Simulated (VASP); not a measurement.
Write the native input for VASP 6.6.1 that does the following.

```yaml
Task: single point
Functional: r2SCAN
Potentials_or_basis: VASP PAW PBE potentials, release 64 (Na_pv, F)
Cutoff: 520 eV
k_mesh: 10 × 10 × 10
Occupations: gaussian, width 0.05 eV
Spin: no spin polarisation
Dipole_correction: no
Further_INCAR_settings: ALGO = Normal; EDIFF = 1e-06; NBANDS = 14
```

Crystal: NaF.

```
CELL_PARAMETERS angstrom
0.00000 2.68205 1.74334
2.68205 0.00000 1.74334
2.68205 2.68205 0.00000
ATOMIC_POSITIONS crystal
Na 0.00000 0.00000 0.00000
F 0.50000 0.50000 0.50000
```

This cell differs from its parent crystal: ratio of the length along z to the lengths across it x 0.65, volume and fractional coordinates fixed.

These files were run (other wordings do the same):

POSCAR

```
NaF
1.0
    0.0000000000      2.6820539337      1.7433350569
    2.6820539337      0.0000000000      1.7433350569
    2.6820539337      2.6820539337      0.0000000000
Na F
1 1
Direct
    0.0000000000      0.0000000000      0.0000000000
    0.5000000000      0.5000000000      0.5000000000
```

INCAR.step1

```
  ALGO = Normal
  EDIFF = 1E-4
  ENCUT = 520
  GGA = PE
  ISMEAR = 0
  LASPH = True
  LCHARG = False
  LREAL = False
  LWAVE = True
  NBANDS = 14
  NELM = 80
  PREC = Accurate
  SIGMA = 0.05
```

INCAR.step2

```
  ALGO = Normal
  EDIFF = 1E-6
  ENCUT = 520
  ISIF = 2
  ISMEAR = 0
  ISTART = 1
  LASPH = True
  LCHARG = False
  LMIXTAU = True
  LREAL = False
  LWAVE = False
  METAGGA = R2SCAN
  NBANDS = 14
  NELM = 80
  PREC = Accurate
  SIGMA = 0.05
```

KPOINTS

```
k-points
0
Gamma
  10 10 10
```

Potentials or basis: VASP PAW PBE potentials, release 64 (Na_pv, F).

The run is started by

```bash
$ cat potpaw_PBE.64/Na_pv/POTCAR potpaw_PBE.64/F/POTCAR > POTCAR
$ cp INCAR.step1 INCAR
$ mpirun -np 1 vasp_std > vasp.out
$ cp INCAR.step2 INCAR
$ mpirun -np 1 vasp_std > vasp.out
```

Results of the run:

| Item | Value |
| --- | --- |
| Pressure | 35.8 GPa |
| Band gap on the k mesh | 5.89 eV |

Caveat: the cell stands under pressure; the PAW data sets were made with another functional, which shifts forces and pressure a little.

It took 55 s on 1 thread of Intel(R) Xeon(R) 6975P-C (Granite Rapids), with other jobs on the host, peak memory 0.16 GiB.
